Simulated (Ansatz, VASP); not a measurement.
# Two plane-wave programs on ZnInGaO4

```
Zn In Ga O
1.0
     1.68033    0.97014    8.71341
    -1.68033    0.97014    8.71341
     0.00000   -1.94027    8.71341
Zn In Ga O
1 1 1 4
Direct
  0.21838 0.21838 0.21838
  0.01042 0.01042 0.01042
  0.78703 0.78703 0.78703
  0.29514 0.29514 0.29514
  0.71136 0.71136 0.71136
  0.12172 0.12172 0.12172
  0.86360 0.86360 0.86360
```

Alike in both runs: task single point; functional PBEsol; k mesh 12 × 12 × 12; occupations gaussian, width 0.05 eV; no spin polarisation.

```csv
,VASP,Ansatz
version,VASP 6.6.1,Ansatz 0.2.0
potentials or method,"VASP PAW PBE potentials, release 64 (Zn, In_d, Ga_d, O), cutoff 520 eV","scalar-relativistic, plane waves, PAW"
valence electrons in the cell,62,62
```

VASP gave:

| Quantity | Value |
| --- | --- |
| gap on the k mesh at the Fermi level (eV) | 0.70 |
| least direct gap on the mesh (eV) | 0.70 |
| pressure (GPa) | -5.0 |
| traceless stress, the component that is largest in VASP (GPa) | -2.73 |
| rms of the force components (eV/Å) | 0.827 |

Task: What did Ansatz give for the same quantities?

Result: gap on the k mesh at the Fermi level (eV): 0.72; least direct gap on the mesh (eV): 0.72; pressure (GPa): -5.6; traceless stress, the component that is largest in VASP (GPa): -2.74; rms of the force components (eV/Å): 0.815.

VASP's potentials were made for PBE, not for PBEsol. Atom by atom the forces differ by 0.013 eV/Å (rms over components). The functional is the same, so the differences come from potentials, cutoffs and numerics.
